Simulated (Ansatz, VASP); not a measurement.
## One calculation of W, two programs

```
CELL_PARAMETERS angstrom
-1.57977 1.57977 1.57977
1.57977 -1.57977 1.57977
1.57977 1.57977 -1.57977
ATOMIC_POSITIONS crystal
W 0.00000 0.00000 0.00000
```

Alike in both runs: functional PBE; dispersion D3(BJ); k mesh 18 × 18 × 18; occupations gaussian, width 0.1 eV; no spin polarisation.

Ansatz relaxed the structure, and its values are those at the end. VASP's run is a single point on that final structure, the one shown.

|  | VASP | Ansatz |
| --- | --- | --- |
| version | VASP 6.6.1 | Ansatz 0.2.0 |
| potentials or method | VASP PAW PBE potentials, release 64 (W_sv), cutoff 520 eV | scalar-relativistic, plane waves, PAW |
| valence electrons in the cell | 14 | 14 |

```tsv
	VASP	Ansatz	Ansatz less VASP
gap on the k mesh at the Fermi level (eV)	none	none	-
pressure (GPa)	0.5	0.0	-0.54
```

A gap of «none» marks a metal or a gap that the smearing closes.

Neither program's run includes spin-orbit coupling.
